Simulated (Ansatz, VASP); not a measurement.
## WC in VASP and in Ansatz

```xyz
2
Lattice="2.6880 0.0000 0.0000 -1.3440 2.3279 0.0000 0.0000 0.0000 2.9610" Properties=species:S:1:pos:R:3 pbc="T T T"
W     0.0000    0.0000    0.0000
C     1.3440    0.7760    1.4805
```

Change from the starting cell: strain -0.080 along x and y, +0.040 along z, atoms carried along.

Alike in both runs: task single point; functional PBE; k mesh 24 × 24 × 22; occupations gaussian, width 0.15 eV; no spin polarisation.

|  | VASP | Ansatz |
| --- | --- | --- |
| version | VASP 6.6.1 | Ansatz 0.2.0 |
| potentials or method | VASP PAW PBE potentials, release 64 (W_sv, C), cutoff 520 eV | scalar-relativistic, plane waves, PAW |
| valence electrons in the cell | 18 | 18 |

|  | VASP | Ansatz | Ansatz less VASP |
| --- | --- | --- | --- |
| gap on the k mesh at the Fermi level (eV) | none | none | - |
| pressure (GPa) | 64.8 | 62.8 | -2.00 |
| traceless stress, the component that is largest in VASP (GPa) | -65.13 | -65.04 | +0.089 |

A gap of «none» marks a metal or a gap that the smearing closes. Both programs put the cell under a high pressure, so it lies far from rest at this level. With one functional, cell and mesh, what is left measures potentials, basis and numerics.

Neither program's run includes spin-orbit coupling. Noted on VASP's run: the cell as given lies far from equilibrium.
